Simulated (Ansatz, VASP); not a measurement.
# NaB2: VASP beside Ansatz

```
Na B
1.0
     0.00000    3.02306    3.02306
     3.02306    0.00000    3.02306
     3.02306    3.02306    0.00000
Na B
2 4
Direct
  0.50000 0.50000 0.50000
  0.75000 0.75000 0.75000
  0.12500 0.12500 0.12500
  0.62500 0.12500 0.12500
  0.12500 0.62500 0.12500
  0.12500 0.12500 0.62500
```

Change from the starting cell: species swapped into the EuAl2 type (Fd-3m, No. 227).

Alike in both runs: functional PBE; k mesh 4 × 4 × 4; occupations gaussian, width 0.1 eV; no spin polarisation.

Ansatz relaxed the structure, and its values are those at the end. VASP's run is a single point on that final structure, the one shown.

```csv
,VASP,Ansatz
version,VASP 6.6.1,Ansatz 0.2.0
potentials or method,"VASP PAW PBE potentials, release 64 (Na_pv, B), cutoff 520 eV","scalar-relativistic, plane waves, PAW"
valence electrons in the cell,26,30
```

VASP gave:

| Quantity | Value |
| --- | --- |
| gap on the k mesh at the Fermi level (eV) | none |
| pressure (GPa) | 0.4 |

Problem. What did Ansatz give for the same quantities?

Solution. gap on the k mesh at the Fermi level (eV): none; pressure (GPa): 0.2.

A gap of «none» marks a metal or a gap that the smearing closes. VASP's potentials hold 26 valence electrons a cell and Ansatz's 30, so a difference there can come from the potentials and not from the codes.

The k mesh is coarse, so the values compare programs but aren't converged.
